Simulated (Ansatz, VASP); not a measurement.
## Bi2Te in VASP and in Ansatz

```xyz
6
Lattice="4.4335 0.0000 0.0000 0.0000 4.4335 0.0000 0.0000 0.0000 11.4193" Properties=species:S:1:pos:R:3 pbc="T T T"
Bi    0.0000    2.2167    3.4776
Bi    0.0000    2.2167    9.1872
Bi    2.2167    0.0000    2.2321
Bi    2.2167    0.0000    7.9417
Te    0.0000    0.0000    0.0000
Te    2.2167    2.2167    5.7096
```

Alike in both runs: functional PBE; k mesh 8 × 8 × 6; occupations gaussian, width 0.1 eV; no spin polarisation.

Ansatz relaxed the structure, and its values are those at the end. VASP's run is a single point on that final structure, the one shown.

```csv
,VASP,Ansatz
version,VASP 6.6.1,Ansatz 0.2.0
potentials or method,"VASP PAW PBE potentials, release 64 (Bi_d, Te), cutoff 520 eV","scalar-relativistic, plane waves, PAW"
valence electrons in the cell,72,92
```

```csv
,VASP,Ansatz,Ansatz less VASP
gap on the k mesh at the Fermi level (eV),none,none,-
pressure (GPa),0.0,0.0,+0.05
```

A gap of «none» marks a metal or a gap that the smearing closes. VASP's potentials hold 72 valence electrons a cell and Ansatz's 92, so a difference there can come from the potentials and not from the codes.

Spin-orbit coupling is off throughout.
